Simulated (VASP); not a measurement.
NbB2, 3 atoms in the cell. Symmetry: P6/mmm, No. 191, hexagonal system. The conventional cell has a = 2.974 Å, b = 2.974 Å, c = 3.135 Å, α = 90.00°, β = 90.00°, γ = 120.00°. Nb (site symmetry 6/mmm) has 12 B at 2.33 Å and 6 Nb at 2.97 Å within 3.1 Å. B (site symmetry -6m2) has 3 B at 1.72 Å within 2.3 Å.  This cell differs from its parent crystal: volume scaled by 0.88.

- Program: VASP 6.6.1
- Task: relaxation of shape and atoms at fixed volume
- Functional: PBEsol
- Potentials or basis: VASP PAW PBE potentials, release 64 (Nb_sv, B)
- Cutoff: 600 eV
- k mesh: 18 × 18 × 12
- Occupations: gaussian, width 0.1 eV
- Spin: no spin polarisation
- Dipole correction: no
- Further INCAR settings: ALGO = Normal; EDIFF = 1e-06; IBRION = 2; EDIFFG = -0.01; NSW = 50; ISIF = 4

Potentials or basis: VASP PAW PBE potentials, release 64 (Nb_sv, B).

Launch:

```sh
$ cat potpaw_PBE.64/Nb_sv/POTCAR potpaw_PBE.64/B/POTCAR > POTCAR
$ mpirun -np 1 vasp_std > vasp.out
```

Hardware: 1 thread of Intel(R) Xeon(R) 6975P-C (Granite Rapids), with other jobs on the host.

Problem. Estimate the wall time of this run.

Solution. It took 44 s on 1 thread of Intel(R) Xeon(R) 6975P-C (Granite Rapids) (shared host), peak memory 0.22 GiB. Counts: scf iterations 18, k points 259, ion steps 2.
